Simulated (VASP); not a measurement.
Here is a VASP 6.6.1 calculation.

File INCAR:

```
PREC = Accurate
ENCUT = 600
EDIFF = 1E-6
ISMEAR = 0
SIGMA = 0.15
LREAL = False
LASPH = True
NELM = 120
ALGO = Normal
ISIF = 2
LWAVE = False
LCHARG = True
GGA = PE
LELF = True
LVHAR = True
NBANDS = 14
GGA_COMPAT = False
```

The input KPOINTS:

```
Automatic mesh
0
Gamma
  18 18 18
```

POSCAR

```
HfC
1.0
    0.0000000000      2.3250000000      2.3250000000
    2.3250000000      0.0000000000      2.3250000000
    2.3250000000      2.3250000000      0.0000000000
Hf C
1 1
Direct
    0.5000000000      0.4569892473      0.5000000000
    0.0000000000      0.0000000000      0.0000000000
```

Potentials or basis: VASP PAW PBE potentials, release 64 (Hf_pv, C).

Run with:

```bash
$ cat potpaw_PBE.64/Hf_pv/POTCAR potpaw_PBE.64/C/POTCAR > POTCAR
$ mpirun -np 1 vasp_std > vasp.out
```

Problem. Estimate the pressure.

Solution. 1.2 GPa.

Problem. What does it give for the band gap on the k mesh?

Solution. Zero (bands 7 and 8 overlap by 0.70 eV).

Problem. Predict the largest force.

Solution. 1.001 eV/Å.

Forces on the atoms (eV/Å):
```
Hf   0.708  0.000  0.708
C   -0.708  0.000 -0.708
```

Caveat: the cell differs from its parent crystal (atom 1 (Hf) moved by (-0.100, -0.100) A along x and z); spin-orbit coupling is left out, which moves the levels of the heavy elements; forces of over 1 eV/Å act on the atoms, so gaps and moduli don't describe the material at rest.
